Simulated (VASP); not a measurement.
Runs of VASP 6.6.1 on Ti. The structure is that of space group Fm-3m (No. 225), or close to it. The cells are those of the table. 

```tsv
cell	gap on the mesh (eV)	pressure (GPa)
a = 2.871 Å, angles 60.0°, 1 atom	none	-5.0
a = 2.896 Å, angles 60.0°, 1 atom	none	(a)
a = 2.945 Å, angles 60.0°, 1 atom	none	-11.9
a = 2.921 Å, angles 60.0°, 1 atom	none	-9.9
a = 2.845 Å, angles 60.0°, 1 atom	none	(b)
```

Alike in all rows: task single point; level LDA; potentials or basis VASP PAW LDA potentials, release 64 (Ti_sv); no spin polarisation; k mesh 14 × 14 × 14; cutoff (eV) 520; smearing gaussian 0.1 eV.

Task: Estimate the missing entries.

Result: (a) -7.6; (b) -2.1.

A gap of «none» marks levels without a gap at the run's occupations.
